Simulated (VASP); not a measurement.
A run of VASP 6.6.1:

Contents of INCAR:

```
ALGO = Normal ; EDIFF = 1E-7
ENCUT = 520 ; GGA = PS
ISIF = 2 ; ISMEAR = 0
LASPH = True ; LCHARG = True
LELF = True ; LREAL = False
LVHAR = True ; LWAVE = False
NBANDS = 26 ; NELM = 80
PREC = Accurate ; SIGMA = 0.05
```

The input KPOINTS:

```
k-points
0
Gamma
  8 8 8
```

File POSCAR:

```
MgO
1.0
    3.4947663887      0.0000000000      0.0000000000
    1.7473831944     -3.0265564729     -4.1947132255
    1.7473831943      3.0265564729     -4.1947132255
Mg O
4 4
Direct
    0.8802570214      0.4432285363      0.7962574209
    0.3802570214      0.9432285363      0.2962574209
    0.1302570214      0.5462574209      0.1932285363
    0.6302570214      0.0462574209      0.6932285363
    0.6170137568      0.6959994534      0.0699730330
    0.1170137568      0.1959994534      0.5699730330
    0.3670137568      0.3199730330      0.9459994534
    0.8670137568      0.8199730330      0.4459994534
```

Potentials or basis: VASP PAW PBE potentials, release 64 (Mg, O).

The run is started by

```bash
$ cat potpaw_PBE.64/Mg/POTCAR potpaw_PBE.64/O/POTCAR > POTCAR
$ mpirun -np 1 vasp_std > vasp.out
```

Hardware: 1 thread of AMD EPYC 7R13 (shared host).

Question: Estimate the wall time of this run.

Answer: Wall time 7.2 min on 1 thread of AMD EPYC 7R13 (shared host), peak memory 0.3 GiB. Counts: scf iterations 15, k points 95.
